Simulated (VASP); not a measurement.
## BN: single point with PBEsol

The system is BN.

```xyz
2
Lattice="0.0000 1.7745 1.7745 1.7745 0.0000 1.7745 1.7745 1.7745 0.0000" Properties=species:S:1:pos:R:3 pbc="T T T"
N     0.8872    0.8872    0.8872
B     0.0000    0.0000    0.0000
```

* Program: VASP 6.6.1
* Task: single point
* Functional: PBEsol
* Potentials or basis: VASP PAW PBE potentials, release 64 (N, B)
* Cutoff: 520 eV
* k mesh: 13 × 13 × 13
* Occupations: fermi-dirac, width 0.05 eV
* Spin: no spin polarisation
* Dipole correction: no
* Further INCAR settings: ALGO = Normal; EDIFF = 1e-06; NBANDS = 11

```json
{
 "Pressure": "20.8 GPa",
 "Band gap on the k mesh": "4.41 eV, indirect (least direct gap 9.02 eV)"
}
```

Levels at points of the mesh, in eV from the valence-band top:
```
           k point  band 1  band 2  band 3  band 4  band 5  band 6  band 7  band 8  band 9
(0.00, 0.00, 0.00)  -20.90    0.00    0.00    0.00    9.02    9.02    9.02   11.17   25.56
```

Wall time 15 s on 1 thread of AMD EPYC 7R13, with other jobs on the host, peak memory 0.09 GiB.

Caveat: the PAW data sets were made with another functional, which shifts forces and pressure a little. A k mesh can miss the band edges.
